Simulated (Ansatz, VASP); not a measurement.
Two plane-wave programs on BN

The input INCAR:

```
SYSTEM = BN
  PREC = Accurate
  ENCUT = 520
  EDIFF = 1E-6
  ISMEAR = 0
  SIGMA = 0.01
  LREAL = .FALSE.
  LASPH = .TRUE.
  NELM = 60
  ALGO = Normal
  ISIF = 2
  LWAVE = .FALSE.
  LCHARG = .TRUE.
  GGA = PE
  LELF = .TRUE.
  LVHAR = .TRUE.
  NBANDS = 16
```

Contents of KPOINTS:

```
regular mesh
0
G
  9 9 6
  0 0 0
```

The input POSCAR:

```
BN
1.0
    2.5797981725      0.0000000000      0.0000000000
   -1.2898990862      2.2341707540      0.0000000000
    0.0000000000      0.0000000000      4.2663615285
B N
2 2
Direct
    0.6666666667      0.3333333333      0.0001896661
    0.3333333333      0.6666666667      0.5001896661
    0.6666666667      0.3333333333      0.3748103339
    0.3333333333      0.6666666667      0.8748103339
```

Input for Ansatz:

```yaml
crystal:
  lattice:
    - [2.5797981725, 0.0, 0.0]
    - [-1.2898990862, 2.234170754, 0.0]
    - [0.0, 0.0, 4.2663615285]
  atoms:
    - { symbol: B, position: [0.6666666667, 0.3333333333, 0.0001896661] }
    - { symbol: B, position: [0.3333333333, 0.6666666667, 0.5001896661] }
    - { symbol: "N", position: [0.6666666667, 0.3333333333, 0.3748103339] }
    - { symbol: "N", position: [0.3333333333, 0.6666666667, 0.8748103339] }
kpoints:
  mp_grid: { grid: [9, 9, 6] }
hamiltonian:
  xc: pbe
scf:
  occupations: { method: fixed }
  n_extra_bands: 5
output:
  forces: true
  stress: true
  eigenvalues: true
```

Alike in both runs: task single point; functional PBE; k mesh 9 × 9 × 6; no spin polarisation.

```csv
,VASP,Ansatz
version,VASP 6.6.1,Ansatz 0.2.0
potentials or method,"VASP PAW PBE potentials, release 64 (B, N)","plane waves, PAW"
plane-wave cutoff (eV),520,420
occupations,"gaussian, width 0.01 eV",fixed
valence electrons in the cell,16,16
```

Ansatz gave:

```
gap on the k mesh at the Fermi level (eV)                     : 5.27
pressure (GPa)                                                : -10.4
traceless stress, the component that is largest in VASP (GPa) : -0.09
rms of the force components (eV/Å)                            : 0.013
```

Estimate VASP's values.

gap on the k mesh at the Fermi level (eV): 5.25; pressure (GPa): -10.2; traceless stress, the component that is largest in VASP (GPa): -0.12; rms of the force components (eV/Å): 0.011.

Atom by atom the forces differ by 0.001 eV/Å (rms over components).
